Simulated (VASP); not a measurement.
# PbSe (Fm-3m) in VASP: a series of runs

PbSe is run at these levels: revPBE+D4; tasks: relaxation of cell and atoms.

Program: VASP 6.6.1. These are calculated values, not measurements. Logs are shortened: lines on timing, memory, paths and dates and some standing lists are left out, and cuts for length are marked.

## Step 1: The cell of the first run

Symmetry: Fm-3m, No. 225, cubic system. The conventional cell has a = 6.121 Å, b = 6.121 Å, c = 6.121 Å, α = 90.00°, β = 90.00°, γ = 90.00°. Within 4.0 Å of Pb (site symmetry m-3m) lie 6 Se at 3.06 Å. Within 4.0 Å of Se (site symmetry m-3m) lie 6 Pb at 3.06 Å.

## Step 2: Relaxation of cell and atoms, revPBE+D4, target pressure 20 GPa, at which the enthalpy is minimised

Input file INCAR:

```
SYSTEM = PbSe
PREC = Accurate
ENCUT = 500
EDIFF = 1E-7
ISMEAR = 0
SIGMA = 0.01
LREAL = .False.
LASPH = .True.
NELM = 120
ALGO = Normal
ISIF = 3
LWAVE = .False.
LCHARG = .False.
GGA = RE
IVDW = 13
IBRION = 2
NSW = 80
EDIFFG = -0.01
PSTRESS = 200.0
GGA_COMPAT = .False.
NELMIN = 4
```

Input file KPOINTS:

```
Automatic mesh
0
Gamma
  7 7 7
  0 0 0
```

Input file POSCAR:

```
PbSe
1.0
    0.0000000000      3.0606500000      3.0606500000
    3.0606500000      0.0000000000      3.0606500000
    3.0606500000      3.0606500000      0.0000000000
Pb Se
1 1
Direct
    0.0000000000      0.0000000000      0.0000000000
    0.5000000000      0.5000000000      0.5000000000
```

Potentials or basis: VASP PAW PBE potentials, release 64 (Pb_d, Se).

Command:

```sh
cat potpaw_PBE.64/Pb_d/POTCAR potpaw_PBE.64/Se/POTCAR > POTCAR
mpirun -np 1 vasp_std > vasp.out
```

OUTCAR:

```text
SYSTEM = PbSe
   PREC = Accurate
   ENCUT = 500
   EDIFF = 1E-7
   ISMEAR = 0
   LREAL = .False.
   LASPH = .True.
   NELM = 120
   ISIF = 3
   GGA = RE
   IVDW = 13
   IBRION = 2
   NSW = 80
   EDIFFG = -0.01
   PSTRESS = 200.0
   NELMIN = 4

 ion  position               nearest neighbor table
   1  0.000  0.000  0.000-   2 3.06   2 3.06   2 3.06   2 3.06   2 3.06   2 3.06
   2  0.500  0.500  0.500-   1 3.06   1 3.06   1 3.06   1 3.06   1 3.06   1 3.06

  LATTYP: Found a face centered cubic cell.
 ALAT       =     6.1213000000

  Lattice vectors:

 A1 = (   0.0000000000,   3.0606500000,   3.0606500000)
 A2 = (   3.0606500000,   0.0000000000,   3.0606500000)
 A3 = (   3.0606500000,   3.0606500000,   0.0000000000)

Analysis of symmetry for initial positions (statically):
=====================================================================
 Subroutine PRICEL returns:
 Original cell was already a primitive cell.

 Routine SETGRP: Setting up the symmetry group for a
 face centered cubic supercell.

 Subroutine GETGRP returns: Found 48 space group operations
 (whereof 48 operations were pure point group operations)
 out of a pool of 48 trial point group operations.

The static configuration has the point symmetry O_h .

Analysis of symmetry for dynamics (positions and initial velocities):
=====================================================================
 Subroutine PRICEL returns:
 Original cell was already a primitive cell.

 Routine SETGRP: Setting up the symmetry group for a
 face centered cubic supercell.

 Subroutine GETGRP returns: Found 48 space group operations
 (whereof 48 operations were pure point group operations)
 out of a pool of 48 trial point group operations.

The dynamic configuration has the point symmetry O_h .

 Subroutine INISYM returns: Found 48 space group operations
 (whereof 48 operations are pure point group operations),
 and found     1 'primitive' translations

----------------------------------------------------------------------------------------

                                     Primitive cell

  volume of cell :      57.3418

  direct lattice vectors                    reciprocal lattice vectors
     0.000000000  3.060650000  3.060650000    -0.163363991  0.163363991  0.163363991
     3.060650000  0.000000000  3.060650000     0.163363991 -0.163363991  0.163363991
     3.060650000  3.060650000  0.000000000     0.163363991  0.163363991 -0.163363991

  length of vectors
     4.328412740  4.328412740  4.328412740     0.282954733  0.282954733  0.282954733

  position of ions in fractional coordinates (direct lattice)
[... 30 lines left out ...]
 ===========================================

 Found     20 irreducible k-points:

 Following reciprocal coordinates:
            Coordinates               Weight
  0.000000  0.000000  0.000000      1.000000
  0.142857  0.000000  0.000000      8.000000
  0.285714  0.000000  0.000000      8.000000
  0.428571  0.000000  0.000000      8.000000
  0.142857  0.142857  0.000000      6.000000
  0.285714  0.142857  0.000000     24.000000
[... 12 lines left out ...]
 -0.428571  0.428571  0.142857     24.000000
 -0.285714  0.428571  0.142857     24.000000
   k-points           NKPTS =     20   k-points in BZ     NKDIM =     20   number of bands    NBANDS=     14
   number of dos      NEDOS =    301   number of ions     NIONS =      2
   total plane-waves  NPLWV =  32768
   dimension x,y,z NGX =    32 NGY =   32 NGZ =   32
   dimension x,y,z NGXF=    64 NGYF=   64 NGZF=   64
   ions per type =               1   1
   NGX,Y,Z   is equivalent  to a cutoff of  12.29, 12.29, 12.29 a.u.
   NGXF,Y,Z  is equivalent  to a cutoff of  24.58, 24.58, 24.58 a.u.
 SYSTEM =  PbSe
   PREC   = accura    normal or accurate (medium, high low for compatibility)
   ISTART =      0    job   : 0-new  1-cont  2-samecut
   ICHARG =      2    charge: 1-file 2-atom 10-const
   ISPIN  =      1    spin polarized calculation?
   LNONCOLLINEAR =      F non collinear calculations
   LSORBIT =      F    spin-orbit coupling
   LASPH  =      T    aspherical Exc in radial PAW
   ENCUT  =  500.0 eV  36.75 Ry    6.06 a.u.   7.89  7.89  7.89*2*pi/ulx,y,z
   NELM   =    120;   NELMIN=  4; NELMDL= -5     # of ELM steps
   EDIFF  = 0.1E-06   stopping-criterion for ELM
   LREAL  =      F    real-space projection
   EDIFFG = -.1E-01   stopping-criterion for IOM
   NSW    =     80    number of steps for IOM
   IBRION =      2    ionic relax: 0-MD 1-quasi-New 2-CG
   NFREE  =      1    steps in history (QN), initial steepest desc. (CG)
   ISIF   =      3    stress and relaxation
   ISYM   =      2    0-nonsym 1-usesym 2-fastsym
   POTIM  = 0.5000    time-step for ionic-motion
   TEBEG  =    0.0;   TEEND  =   0.0 temperature during run
   PSTRESS=  200.0 pullay stress
   NELECT =      20.0000    total number of electrons
   NUPDOWN=      -1.0000    fix difference up-down
   EMIN   =  10.00;   EMAX   =-10.00  energy-range for DOS
   EFERMI =   0.00;   METHOD = LEGACY
   ISMEAR =     0;   SIGMA  =   0.01  broadening in eV -4-tet -1-fermi 0-gaus
   EFERMI_NEDOS =   21; number of points for ismear=-14 and -15
   IALGO  =     38    algorithm
   IMIX   =      4    mixing-type and parameters
     AMIX     =   0.40;   BMIX     =  1.00
     AMIX_MAG =   1.60;   BMIX_MAG =  1.00
  volume/ion in A,a.u.               =      28.67       193.48
  Fermi-wavevector in a.u.,A,eV,Ry     =   1.152377  2.177676 18.068159  1.327972
  Thomas-Fermi vector in A             =   2.289028
   LORBIT       =      0    0 simple, 1 ext, 2 COOP (PROOUT), +10 PAW based schemes
   GGA     = RE    functional components
   LHFCALC =     F    Hartree Fock is set to
   AEXX    =    0.0000 exact exchange contribution
   IVDW    =    13    specifies the selected vdW correction
   LEPSILON=     F    determine dielectric tensor
   LRPA    =     F    only Hartree local field effects (RPA)
 conjugate gradient relaxation of ions
 non-spin polarized calculation
 Gauss-broadening in eV      SIGMA  =   0.01
  energy-cutoff  :      500.00
  volume of cell :       57.34
 maximum number of plane-waves:      1468
   NGX = 15   NGY = 15   NGZ = 15

--------------------------------------- Ionic step        1  -------------------------------------------

 number of electron      20.0000000 magnetization

 Free energy of the ion-electron system (eV)
  ---------------------------------------------------
  ext. energy  EPLUGINS =         0.00000000
  ---------------------------------------------------
  free energy    TOTEN  =        -7.56084364 eV

  energy without entropy =       -7.56084364  energy(sigma->0) =       -7.56084364

 E-fermi :   5.0390     XC(G=0):  -9.4236

 val. band max:        4.9245437577   @ k =   0.4286   0.0000   0.0000
 cond. band min:       5.8194604143   @ k =   0.4286   0.0000   0.0000
 fundamental gap:      0.8949166566
 Fermi energy:         5.0390278372
[... 852 lines left out ...]
--------------------------------------- Ionic step        5  -------------------------------------------

 number of electron      19.9999999 magnetization

 Free energy of the ion-electron system (eV)
  ---------------------------------------------------
  ext. energy  EPLUGINS =         0.00000000
  ---------------------------------------------------
  free energy    TOTEN  =        -6.62112905 eV

  energy without entropy =       -6.62112905  energy(sigma->0) =       -6.62112905

 E-fermi :   8.0728     XC(G=0): -10.5807

 val. band max:        7.9781010030   @ k =  -0.2857   0.1429   0.0000
 cond. band min:       8.9632601704   @ k =   0.4286   0.0000   0.0000
 fundamental gap:      0.9851591674
 Fermi energy:         8.0728405068
[... 375 lines left out ...]
  energy  without entropy=       -8.1814359729  energy(sigma->0) =       -8.18143597

  enthalpy is  TOTEN    =        -2.5117411627 eV   P V=        5.6696948102

 reached required accuracy - stopping structural energy minimisation
```

OSZICAR:

```text
N       E                     dE             d eps       ncg     rms          rms(c)
DAV:   1     0.158432140417E+03    0.15843E+03   -0.96296E+03   568   0.141E+03
DAV:   2     0.505498718946E+01   -0.15338E+03   -0.15030E+03   596   0.349E+02
DAV:   3    -0.753488129310E+01   -0.12590E+02   -0.12539E+02   746   0.105E+02
[... 59 lines left out ...]
DAV:   5    -0.662113001595E+01   -0.77229E-05   -0.12253E-05   734   0.522E-02    0.308E-03
DAV:   6    -0.662112973991E+01    0.27603E-06   -0.71900E-07   632   0.110E-02    0.120E-03
DAV:   7    -0.662112893723E+01    0.80268E-06   -0.16119E-07   554   0.438E-03    0.311E-04
DAV:   8    -0.662112905650E+01   -0.11927E-06   -0.15660E-08   286   0.216E-03    0.848E-05
DAV:   9    -0.662112905317E+01    0.33381E-08   -0.23693E-09   298   0.764E-04
   5 F= -.25117412E+01 E0= -.25117412E+01  d E =-.873520E+00
```

CONTCAR:

```text
PbSe
   1.00000000000000
    -0.0000000000000000    2.8318489930132871    2.8318489930132871
     2.8318489930132871    0.0000000000000000    2.8318489930132871
     2.8318489930132871    2.8318489930132871   -0.0000000000000000
  Pb              Se
     1     1
Direct
     0.0000000000000000    0.0000000000000000    0.0000000000000000
     0.5000000000000000    0.5000000000000000    0.5000000000000000

  0.00000000E+00  0.00000000E+00  0.00000000E+00
  0.00000000E+00  0.00000000E+00  0.00000000E+00
```

It took 71 s on 1 thread of Intel Xeon 6975P-C (Granite Rapids), shared host; peak memory 0.19 GiB.

Results:

```yaml
Free_energy: -8.1814 eV
Relaxed_volume: 22.71 Å³/atom
Relaxed_cell: a = 4.005 Å, b = 4.005 Å, c = 4.005 Å, α = 60.00°, β = 60.00°, γ = 60.00°
Space_group_after_relaxing_to_0.1_Å: Fm-3m (No. 225)
Energy_change_on_relaxing_the_run_minimises_the_enthalpy: +307.4 meV/atom
Ionic_steps: 5
Pressure_after_relaxing: 20.0 GPa
Dispersion_energy_per_atom: -0.780 eV
```

The path:
```tsv
step	energy change (eV)	largest force (eV/Å)	pressure (GPa)	volume (Å³)
1	0.0000	0.0000	0.25	57.34
2	4.5501	0.0000	98.13	32.73
3	0.5146	0.0000	17.71	46.27
4	0.5837	0.0000	19.30	45.67
5	0.6148	0.0000	20.01	45.42
```

Final structure:
```xyz
2
Lattice="0.0000 2.8318 2.8318 2.8318 0.0000 2.8318 2.8318 2.8318 0.0000" Properties=species:S:1:pos:R:3 pbc="T T T"
Pb    0.0000    0.0000    0.0000
Se    2.8318    2.8318    2.8318
```

Levels at points of the mesh, in eV from the Fermi level:
```tsv
k point	band 8	band 9	band 10	band 11	band 12	band 13
(0.00, 0.00, 0.00)	-2.75	-2.75	-2.75	5.58	5.58	5.58
```

Caveat: this odd mesh misses L, so gap, dielectric constants and Born charges aren't listed; the cell is relaxed towards a set pressure, so the run minimises the enthalpy, not the energy; the volume moved by over 15 % at a fixed basis, so the end points are rough; the PAW data sets were made with another functional, which shifts forces and pressure a little; spin-orbit coupling is left out, which moves the levels of the heavy elements.

## Step 3: Relaxation of cell and atoms, revPBE+D4, target pressure 30 GPa, at which the enthalpy is minimised

Input file INCAR:

```
SYSTEM = PbSe
ALGO = Normal ; EDIFF = 1E-7
EDIFFG = -0.01 ; ENCUT = 500
GGA = RE ; GGA_COMPAT = .False.
IBRION = 2 ; ISIF = 3
ISMEAR = 0 ; IVDW = 13
LASPH = .True. ; LCHARG = .False.
LREAL = .False. ; LWAVE = .False.
NELM = 120 ; NELMIN = 4
NSW = 80 ; PREC = Accurate
PSTRESS = 300.0 ; SIGMA = 0.01
```

Input file KPOINTS:

```
k-points
0
Gamma
  7 7 7
  0 0 0
```

POSCAR is that of step 2.

Potentials or basis: VASP PAW PBE potentials, release 64 (Pb_d, Se).

Command:

```sh
cat potpaw_PBE.64/Pb_d/POTCAR potpaw_PBE.64/Se/POTCAR > POTCAR
mpirun -np 1 vasp_std > vasp.out
```

Run time: 2.9 min. Hardware: 1 thread of Intel Xeon 6975P-C (Granite Rapids), shared host; peak memory 0.2 GiB.

The run converged. Its results:

| Property | Result |
| --- | --- |
| Free energy | -7.7134 eV |
| Relaxed volume | 21.19 Å³/atom |
| Relaxed cell | a = 3.914 Å, b = 3.914 Å, c = 3.914 Å, α = 60.00°, β = 60.00°, γ = 60.00° |
| Space group after relaxing (to 0.1 Å) | Fm-3m (No. 225) |
| Energy change on relaxing (the run minimises the enthalpy) | +541.4 meV/atom |
| Ionic steps | 16 |
| Pressure after relaxing | 30.0 GPa |
| Dispersion energy per atom | -0.836 eV |

The path:
```
step  energy change (eV)  largest force (eV/Å)  pressure (GPa)  volume (Å³)
   1              0.0000                0.0000            0.25        57.34
   2             15.1489                0.0000          322.04        23.54
   3              0.7150                0.0000           22.24        44.66
   4              0.8999                0.0000           26.20        43.43
   5              1.0870                0.0000           30.08        42.37
   6              1.0371                0.0000           29.06        42.64
   7              1.0400                0.0000           29.12        42.62
   8              1.0486                0.0000           29.30        42.57
   9              1.0488                0.0000           29.30        42.57
  10              1.0492                0.0000           29.31        42.57
  11              1.0501                0.0000           29.33        42.57
  12              1.0518                0.0000           29.36        42.56
  13              1.0554                0.0000           29.44        42.54
  14              1.0624                0.0000           29.58        42.50
  15              1.0766                0.0000           29.87        42.42
  16              1.0828                0.0000           30.00        42.39
```

Final structure:
```xyz
2
Lattice="0.0000 2.7674 2.7674 2.7674 0.0000 2.7674 2.7674 2.7674 0.0000" Properties=species:S:1:pos:R:3 pbc="T T T"
Pb    0.0000    0.0000    0.0000
Se    2.7674    2.7674    2.7674
```

Levels at points of the mesh, in eV from the Fermi level:
```tsv
k point	band 7	band 8	band 9	band 10	band 11	band 12	band 13	band 14
(0.00, 0.00, 0.00)	-5.24	-3.12	-3.12	-3.12	5.74	5.74	5.74	6.09
```

Caveat: this odd mesh misses L, so gap, dielectric constants and Born charges aren't listed; the cell is relaxed towards a set pressure, so the run minimises the enthalpy, not the energy; the volume moved by over 15 % at a fixed basis, so the end points are rough; the PAW data sets were made with another functional, which shifts forces and pressure a little; spin-orbit coupling is left out, which moves the levels of the heavy elements.

## Step 4: Relaxation of cell and atoms, revPBE+D4, target pressure 40 GPa, at which the enthalpy is minimised

Input file INCAR:

```
SYSTEM = PbSe
PREC = Accurate
ENCUT = 500
EDIFF = 1E-7
ISMEAR = 0
SIGMA = 0.01
LREAL = .False.
LASPH = .True.
NELM = 120
ALGO = Normal
ISIF = 3
LWAVE = .False.
LCHARG = .False.
GGA = RE
IVDW = 13
IBRION = 2
NSW = 80
EDIFFG = -0.01
PSTRESS = 400.0
GGA_COMPAT = .False.
NELMIN = 4
```

Input file KPOINTS:

```
regular mesh
0
Gamma
  7 7 7
  0 0 0
```

POSCAR is that of step 3.

Command:

```sh
cat potpaw_PBE.64/Pb_d/POTCAR potpaw_PBE.64/Se/POTCAR > POTCAR
mpirun -np 1 vasp_std > vasp.out
```

Run time: 3 min. Hardware: 1 thread of Intel Xeon 6975P-C (Granite Rapids), shared host; peak memory 0.2 GiB.

Results (log left out):

| Item | Value |
| --- | --- |
| Free energy | -7.2128 eV |
| Relaxed volume | 20.04 Å³/atom |
| Relaxed cell | a = 3.841 Å, b = 3.841 Å, c = 3.841 Å, α = 60.00°, β = 60.00°, γ = 60.00° |
| Space group after relaxing (to 0.1 Å) | Fm-3m (No. 225) |
| Energy change on relaxing (the run minimises the enthalpy) | +791.7 meV/atom |
| Ionic steps | 18 |
| Pressure after relaxing | 40.0 GPa |
| Dispersion energy per atom | -0.884 eV |

The path:
| step | energy change (eV) | largest force (eV/Å) | pressure (GPa) | volume (Å³) |
| --- | --- | --- | --- | --- |
| 1 | 0.0000 | 0.0000 | 0.25 | 57.34 |
| 2 | 42.3694 | 0.0000 | 1038.39 | 16.25 |
| 3 | 0.7647 | 0.0000 | 23.32 | 44.31 |
| 4 | 1.0287 | 0.0000 | 28.89 | 42.68 |
| 5 | 1.6171 | 0.0000 | 40.66 | 39.95 |
| 6 | 1.5405 | 0.0000 | 39.16 | 40.26 |
| 7 | 1.5424 | 0.0000 | 39.19 | 40.25 |
| 8 | 1.5483 | 0.0000 | 39.31 | 40.23 |
| 9 | 1.5483 | 0.0000 | 39.31 | 40.23 |
| 10 | 1.5485 | 0.0000 | 39.31 | 40.22 |
| 11 | 1.5488 | 0.0000 | 39.32 | 40.22 |
| 12 | 1.5495 | 0.0000 | 39.33 | 40.22 |
| 13 | 1.5509 | 0.0000 | 39.36 | 40.21 |
| 14 | 1.5536 | 0.0000 | 39.41 | 40.20 |
| 15 | 1.5591 | 0.0000 | 39.52 | 40.18 |
| 16 | 1.5701 | 0.0000 | 39.74 | 40.14 |
| 17 | 1.5923 | 0.0000 | 40.17 | 40.05 |
| 18 | 1.5834 | 0.0000 | 40.00 | 40.08 |

Final structure:
```cif
data_structure
_symmetry_space_group_name_H-M 'P 1'
_symmetry_Int_Tables_number 1
_cell_length_a 3.8414
_cell_length_b 3.8414
_cell_length_c 3.8414
_cell_angle_alpha 60.000
_cell_angle_beta 60.000
_cell_angle_gamma 60.000
_cell_volume 40.08
loop_
_atom_site_label
_atom_site_type_symbol
_atom_site_fract_x
_atom_site_fract_y
_atom_site_fract_z
_atom_site_occupancy
Pb1 Pb 0.00000 0.00000 0.00000 1
Se1 Se 0.50000 0.50000 0.50000 1
```

Levels at points of the mesh, in eV from the Fermi level:
```csv
k point,band 7,band 8,band 9,band 10,band 11,band 12,band 13,band 14
"(0.00, 0.00, 0.00)",-5.04,-3.44,-3.44,-3.44,5.87,5.87,5.87,5.94
```

Caveat: this odd mesh misses L, so gap, dielectric constants and Born charges aren't listed; the cell is relaxed towards a set pressure, so the run minimises the enthalpy, not the energy; the volume moved by over 15 % at a fixed basis, so the end points are rough; the PAW data sets were made with another functional, which shifts forces and pressure a little; spin-orbit coupling is left out, which moves the levels of the heavy elements.

## Step 5: The runs side by side

```csv
cell,pressure (GPa)
relaxed to 20 GPa,20.0
relaxed to 30 GPa,30.0
relaxed to 40 GPa,40.0
```

Alike in all rows: task relaxation of cell and atoms; level revPBE+D4; potentials or basis VASP PAW PBE potentials, release 64 (Pb_d, Se); no spin polarisation; k mesh 7 × 7 × 7; cutoff (eV) 500; smearing gaussian 0.01 eV.

Caveats: the cell is relaxed towards a set pressure, so the run minimises the enthalpy, not the energy; the volume moved by over 15 % at a fixed basis, so the end points are rough; the PAW data sets were made with another functional, which shifts forces and pressure a little; spin-orbit coupling is left out, which moves the levels of the heavy elements.

Absolute energies hang on the potentials; compare differences alone.
